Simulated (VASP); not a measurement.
GaAs, 2 atoms in the cell. It takes space group F-43m (No. 216, cubic). The conventional cell has a = 5.745 Å, b = 5.745 Å, c = 5.745 Å, α = 90.00°, β = 90.00°, γ = 90.00°. Ga (site symmetry -43m) has 4 As at 2.49 Å within 3.3 Å. Within 3.3 Å of As (site symmetry -43m) lie 4 Ga at 2.49 Å. 

| Item | Value |
| --- | --- |
| Program | VASP 6.6.1 |
| Task | single point |
| Functional | r2SCAN |
| Potentials or basis | VASP PAW PBE potentials, release 64 (Ga_d, As) |
| Cutoff | 520 eV |
| k mesh | 10 × 10 × 10 |
| Occupations | gaussian, width 0.01 eV |
| Spin | no spin polarisation |
| Dipole correction | no |
| Further INCAR settings | ALGO = Normal; EDIFF = 1e-06; NBANDS = 16 |

Potentials or basis: VASP PAW PBE potentials, release 64 (Ga_d, As).

Command:

```console
$ cat potpaw_PBE.64/Ga_d/POTCAR potpaw_PBE.64/As/POTCAR > POTCAR
$ cp INCAR.step1 INCAR
$ mpirun -np 1 vasp_std > vasp.out
$ cp INCAR.step2 INCAR
$ mpirun -np 1 vasp_std > vasp.out
```

Hardware: 1 thread of Intel(R) Xeon(R) 6975P-C (Granite Rapids) (shared host).

Task: How long does it take, and how much memory?

Result: Wall time 57 s on 1 thread of Intel(R) Xeon(R) 6975P-C (Granite Rapids) (shared host), peak memory 0.19 GiB. Counts: k points 47.
